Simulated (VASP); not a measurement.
# Cu (I4/mmm) in VASP: a series of runs

Cu is run at these levels: LDA; tasks: single point, relaxation of cell and atoms.

Everything below comes from runs of VASP 6.6.1. Logs are shortened: lines on timing, memory, paths and dates and some standing lists are left out, and cuts for length are marked.

## 1. The cell of the first run

Symmetry: I4/mmm, No. 139, tetragonal system. Conventional cell: a = 2.838 Å, b = 2.838 Å, c = 2.700 Å, α = 90.00°, β = 90.00°, γ = 90.00°. Cu (site symmetry 4/mmm) has 14 Cu at 2.42 to 2.84 Å within 3.2 Å.

## 2. Single point, LDA

INCAR

```
ALGO = Normal
EDIFF = 1E-7
ENCUT = 520
ISIF = 2
ISMEAR = -1
LASPH = T
LCHARG = F
LREAL = F
LWAVE = F
NBANDS = 12
NELM = 60
PREC = Accurate
SIGMA = 0.1
```

KPOINTS

```
k-points
0
Gamma
  15 15 15
```

POSCAR

```
Cu
1.0
   -1.4191872180      1.4191872180      1.3500641002
    1.4191872180     -1.4191872180      1.3500641002
    1.4191872180      1.4191872180     -1.3500641002
Cu
1
Direct
    0.0000000000      0.0000000000      0.0000000000
```

Potentials or basis: VASP PAW LDA potentials, release 64 (Cu).

Command:

```sh
$ cat potpaw_LDA.64/Cu/POTCAR > POTCAR
$ mpirun -np 1 vasp_std > vasp.out
```

OUTCAR:

```text
EDIFF = 1E-7
   ENCUT = 520
   ISIF = 2
   ISMEAR = -1
   LASPH = T
   LREAL = F
   NELM = 60
   PREC = Accurate

 ion  position               nearest neighbor table
   1  0.000  0.000  0.000-

  LATTYP: Found a body centered tetragonal cell.
 ALAT       =     2.8383744360
 C/A-ratio  =     0.9512938695

  Lattice vectors:

 A1 = (  -1.4191872180,   1.4191872180,   1.3500641002)
 A2 = (   1.4191872180,  -1.4191872180,   1.3500641002)
 A3 = (   1.4191872180,   1.4191872180,  -1.3500641002)

Analysis of symmetry for initial positions (statically):
=====================================================================
 Subroutine PRICEL returns:
 Original cell was already a primitive cell.

 Routine SETGRP: Setting up the symmetry group for a
 body centered tetragonal supercell.

 Subroutine GETGRP returns: Found 16 space group operations
 (whereof 16 operations were pure point group operations)
 out of a pool of 16 trial point group operations.

The static configuration has the point symmetry D_4h.

Analysis of symmetry for dynamics (positions and initial velocities):
=====================================================================
 Subroutine PRICEL returns:
 Original cell was already a primitive cell.

 Routine SETGRP: Setting up the symmetry group for a
 body centered tetragonal supercell.

 Subroutine GETGRP returns: Found 16 space group operations
 (whereof 16 operations were pure point group operations)
 out of a pool of 16 trial point group operations.

The dynamic configuration has the point symmetry D_4h.

 Subroutine INISYM returns: Found 16 space group operations
 (whereof 16 operations are pure point group operations),
 and found     1 'primitive' translations

----------------------------------------------------------------------------------------

                                     Primitive cell

  volume of cell :      10.8766

  direct lattice vectors                    reciprocal lattice vectors
    -1.419187218  1.419187218  1.350064100     0.000000000  0.352314334  0.370352785
     1.419187218 -1.419187218  1.350064100     0.352314334  0.000000000  0.370352785
     1.419187218  1.419187218 -1.350064100     0.352314334  0.352314334  0.000000000

  length of vectors
     2.418854645  2.418854645  2.418854645     0.511161986  0.511161986  0.498247710

  position of ions in fractional coordinates (direct lattice)
     0.000000000  0.000000000  0.000000000

  ion indices of the primitive-cell ions
   primitive index   ion index
                 1           1

----------------------------------------------------------------------------------------

 KPOINTS: k-points

Automatic generation of k-mesh.
 Grid dimensions read from file:
 generate k-points for:   15   15   15

 Generating k-lattice:

  Cartesian coordinates                     Fractional coordinates (reciprocal lattice)
     0.000000000  0.023487622  0.024690186     0.066666667  0.000000000  0.000000000
     0.023487622  0.000000000  0.024690186     0.000000000  0.066666667  0.000000000
     0.023487622  0.023487622  0.000000000     0.000000000  0.000000000  0.066666667

  Length of vectors
     0.034077466  0.034077466  0.033216514

  Shift w.r.t. Gamma in fractional coordinates (k-lattice)
     0.000000000  0.000000000  0.000000000

 Subroutine IBZKPT returns following result:
 ===========================================

 Found    288 irreducible k-points:

 Following reciprocal coordinates:
            Coordinates               Weight
  0.000000  0.000000  0.000000      1.000000
  0.066667  0.000000 -0.000000      8.000000
  0.133333 -0.000000  0.000000      8.000000
  0.200000  0.000000 -0.000000      8.000000
  0.266667 -0.000000  0.000000      8.000000
  0.333333  0.000000 -0.000000      8.000000
[... 16 lines left out ...]
  0.133333  0.133333  0.000000      8.000000
  0.200000  0.133333 -0.000000     16.000000
 [... further k-points ...]
   k-points           NKPTS =    288   k-points in BZ     NKDIM =    288   number of bands    NBANDS=     12
   number of dos      NEDOS =    301   number of ions     NIONS =      1
   total plane-waves  NPLWV =   5832
   dimension x,y,z NGX =    18 NGY =   18 NGZ =   18
   dimension x,y,z NGXF=    36 NGYF=   36 NGZF=   36
   ions per type =               1
   NGX,Y,Z   is equivalent  to a cutoff of  12.37, 12.37, 12.37 a.u.
   NGXF,Y,Z  is equivalent  to a cutoff of  24.74, 24.74, 24.74 a.u.
 SYSTEM =  unknown system
   PREC   = accura    normal or accurate (medium, high low for compatibility)
   ISTART =      0    job   : 0-new  1-cont  2-samecut
   ICHARG =      2    charge: 1-file 2-atom 10-const
   ISPIN  =      1    spin polarized calculation?
   LNONCOLLINEAR =      F non collinear calculations
   LSORBIT =      F    spin-orbit coupling
   LASPH  =      T    aspherical Exc in radial PAW
   ENCUT  =  520.0 eV  38.22 Ry    6.18 a.u.   4.50  4.50  4.50*2*pi/ulx,y,z
   NELM   =     60;   NELMIN=  2; NELMDL= -5     # of ELM steps
   EDIFF  = 0.1E-06   stopping-criterion for ELM
   LREAL  =      F    real-space projection
   EDIFFG = 0.1E-05   stopping-criterion for IOM
   NSW    =      0    number of steps for IOM
   IBRION =     -1    ionic relax: 0-MD 1-quasi-New 2-CG
   NFREE  =      0    steps in history (QN), initial steepest desc. (CG)
   ISIF   =      2    stress and relaxation
   ISYM   =      2    0-nonsym 1-usesym 2-fastsym
   POTIM  = 0.5000    time-step for ionic-motion
   TEBEG  =    0.0;   TEEND  =   0.0 temperature during run
   PSTRESS=    0.0 pullay stress
   NELECT =      11.0000    total number of electrons
   NUPDOWN=      -1.0000    fix difference up-down
   EMIN   =  10.00;   EMAX   =-10.00  energy-range for DOS
   EFERMI =   0.00;   METHOD = LEGACY
   ISMEAR =    -1;   SIGMA  =   0.10  broadening in eV -4-tet -1-fermi 0-gaus
   EFERMI_NEDOS =   21; number of points for ismear=-14 and -15
   IALGO  =     38    algorithm
   IMIX   =      4    mixing-type and parameters
     AMIX     =   0.40;   BMIX     =  1.00
     AMIX_MAG =   1.60;   BMIX_MAG =  1.00
  volume/ion in A,a.u.               =      10.88        73.40
  Fermi-wavevector in a.u.,A,eV,Ry     =   1.643266  3.105322 36.740116  2.700322
  Thomas-Fermi vector in A             =   2.733429
   LORBIT       =      0    0 simple, 1 ext, 2 COOP (PROOUT), +10 PAW based schemes
   GGA     = CA    functional components
   LHFCALC =     F    Hartree Fock is set to
   AEXX    =    0.0000 exact exchange contribution
   IVDW    =     0    specifies the selected vdW correction
   LEPSILON=     F    determine dielectric tensor
   LRPA    =     F    only Hartree local field effects (RPA)
 non-spin polarized calculation
  energy-cutoff  :      520.00
  volume of cell :       10.88
 maximum number of plane-waves:       313
 NGX is ok and might be reduce to    18
   NGX =  9   NGY =  9   NGZ =  9

 number of electron      11.0000007 magnetization

 Free energy of the ion-electron system (eV)
  ---------------------------------------------------
  ext. energy  EPLUGINS =         0.00000000
  ---------------------------------------------------
  free energy    TOTEN  =        -4.67597503 eV

  energy without entropy =       -4.66749286  energy(sigma->0) =       -4.67173394

 E-fermi :   8.3714     XC(G=0): -13.5919

 val. band max:        8.3564789030   @ k =  -0.3333   0.4000   0.2000
 cond. band min:       8.3767836631   @ k =   0.4667   0.0667  -0.0000
 fundamental gap:      0.0203047601
 Fermi energy:         8.3713658245

 k-point     1 :       0.0000    0.0000    0.0000
  band No.  band energies     occupation
      1      -1.5697      2.00000
      2       4.8535      2.00000
      3       5.0803      2.00000
      4       5.0803      2.00000
      5       6.0264      2.00000
      6       6.2672      2.00000
      7      33.8264      0.00000
      8      33.8264      0.00000
      9      35.1768      0.00000
     10      38.2220      0.00000
     11      38.3553      0.00000
     12      38.3553      0.00000

 k-point     2 :       0.0667    0.0000   -0.0000
  band No.  band energies     occupation
      1      -1.3846      2.00000
      2       4.8629      2.00000
      3       5.0748      2.00000
      4       5.1069      2.00000
      5       6.0271      2.00000
      6       6.2387      2.00000
      7      32.7398      0.00000
      8      33.4003      0.00000
      9      33.9415      0.00000
     10      36.3112      0.00000
     11      36.8489      0.00000
     12      37.4487      0.00000

 k-point     3 :       0.1333   -0.0000    0.0000
  band No.  band energies     occupation
      1      -0.8399      2.00000
      2       4.7995      2.00000
      3       5.0466      2.00000
      4       5.2781      2.00000
      5       6.0274      2.00000
      6       6.1847      2.00000
      7      29.5208      0.00000
      8      32.1125      0.00000
      9      32.4878      0.00000
     10      34.0843      0.00000
     11      35.6561      0.00000
     12      37.5537      0.00000
[... 286 lines left out ...]
 k-point    23 :       0.1333    0.1333    0.0000
  band No.  band energies     occupation
      1       0.5548      2.00000
      2       4.6477      2.00000
      3       4.7993      2.00000
      4       5.8599      2.00000
      5       5.9853      2.00000
      6       6.2395      2.00000
      7      25.6679      0.00000
      8      26.4136      0.00000
      9      29.7257      0.00000
     10      34.0191      0.00000
     11      36.3963      0.00000
     12      37.8541      0.00000

 k-point    24 :       0.2000    0.1333   -0.0000
  band No.  band energies     occupation
      1       1.5993      2.00000
      2       4.5140      2.00000
      3       4.6976      2.00000
      4       5.9544      2.00000
      5       6.3016      2.00000
      6       6.4013      2.00000
      7      22.3905      0.00000
      8      24.6247      0.00000
      9      28.3353      0.00000
     10      33.6070      0.00000
     11      36.7080      0.00000
     12      38.5234      0.00000

 [... further k-points ...]

------------------------ aborting loop because EDIFF is reached ----------------------------------------

  FORCE on cell =-STRESS in cart. coord.  units (eV):
  Direction    XX          YY          ZZ          XY          YZ          ZX
  --------------------------------------------------------------------------------------
  -------------------------------------------------------------------------------------
  Total        0.1254749      0.1254749      0.1239888      0.0000000     -0.0000000      0.0000000
  in kB       18.4830588     18.4830588     18.2641432      0.0000000     -0.0000000      0.0000000
  external PRESSURE =      18.4100870 kB  Pullay stress =       0.0000000 kB

 VOLUME and BASIS-vectors are now :
 -----------------------------------------------------------------------------
  energy-cutoff  :      520.00
  volume of cell :       10.88
      direct lattice vectors                 reciprocal lattice vectors
    -1.419187218  1.419187218  1.350064100     0.000000000  0.352314334  0.370352785
     1.419187218 -1.419187218  1.350064100     0.352314334  0.000000000  0.370352785
     1.419187218  1.419187218 -1.350064100     0.352314334  0.352314334  0.000000000

 POSITION                                       TOTAL-FORCE (eV/Angst)
 -----------------------------------------------------------------------------------
      0.00000      0.00000      0.00000         0.000000     -0.000000     -0.000000
 -----------------------------------------------------------------------------------
    total drift:                                0.000000     -0.000000      0.000000

  FREE ENERGIE OF THE ION-ELECTRON SYSTEM (eV)
  ---------------------------------------------------
  free  energy   TOTEN  =        -4.6759750291 eV

  energy  without entropy=       -4.6674928554  energy(sigma->0) =       -4.67173394
```

It took 46 s on 1 thread of AMD EPYC 7R43 (Zen 3), shared host; peak memory 0.1 GiB.

What came out:

- Free energy: -4.6760 eV
- Pressure: 1.8 GPa

Levels at points of the mesh, in eV from the Fermi level:
```tsv
k point	band 4	band 5	band 6	band 7	band 8	band 9
(0.00, 0.00, 0.00)	-3.29	-2.34	-2.10	25.46	25.46	26.81
```

## 3. Relaxation of cell and atoms, LDA, target pressure 1 GPa, at which the enthalpy is minimised

This run uses another cell than the first one, of 11.46 Å³/atom, 1.053 times its volume.

INCAR

```
PREC = Accurate ; ENCUT = 600
EDIFF = 1E-6 ; ISMEAR = -1
SIGMA = 0.1 ; LREAL = False
LASPH = True ; NELM = 60
ALGO = Normal ; ISIF = 3
LWAVE = False ; LCHARG = False
GGA = CA ; IBRION = 2
NSW = 80 ; EDIFFG = -0.02
PSTRESS = 10.0
```

KPOINTS

```
regular mesh
0
Gamma
  15 15 15
```

POSCAR

```
Cu
1.0
   -1.4427933200      1.4427933200      1.3760814500
    1.4427933200     -1.4427933200      1.3760814500
    1.4427933200      1.4427933200     -1.3760814500
Cu
1
Direct
    0.0000000000      0.0000000000      0.0000000000
```

Potentials or basis: VASP PAW LDA potentials, release 64 (Cu).

Command:

```sh
$ cat potpaw_LDA.64/Cu/POTCAR > POTCAR
$ mpirun -np 1 vasp_std > vasp.out
```

It took 80 s on 1 thread of AMD EPYC 7R43 (Zen 3), shared host; peak memory 0.12 GiB.

Results (log left out):

```
Free energy                                            : -4.6767 eV
Relaxed volume                                         : 10.93 Å³/atom
Relaxed cell                                           : a = 2.423 Å, b = 2.423 Å, c = 2.423 Å, α = 108.19°, β = 108.19°, γ = 112.06°
Space group after relaxing (to 0.05 Å)                 : I4/mmm (No. 139)
Energy change on relaxing (the enthalpy is what falls) : -10.4 meV/atom
Ionic steps                                            : 3
Pressure after relaxing                                : 1.0 GPa
```

Stress tensor (GPa, compression positive):
```
1.02 0.00 0.00
0.00 1.02 0.00
0.00 0.00 0.91
```

Step by step:
```
step  energy change (eV)  largest force (eV/Å)  pressure (GPa)  volume (Å³)
   1              0.0000                0.0000           -6.88        11.46
   2              0.0001                0.0000            8.21        10.55
   3             -0.0104                0.0000            0.98        10.93
```

Final structure:
```yaml
crystal:
  lattice:
    - [-1.42060, 1.42060, 1.35365]
    - [1.42060, -1.42060, 1.35365]
    - [1.42060, 1.42060, -1.35365]
  atoms:
    - { symbol: Cu, position: [0.00000, 0.00000, 0.00000] }
```

Levels at points of the mesh, in eV from the Fermi level:
| k point | band 4 | band 5 | band 6 | band 7 | band 8 | band 9 |
| --- | --- | --- | --- | --- | --- | --- |
| (0.00, 0.00, 0.00) | -3.28 | -2.33 | -2.10 | 25.43 | 25.43 | 26.73 |

Caveat: the cell is relaxed towards a set pressure, so the enthalpy falls and the energy may rise.
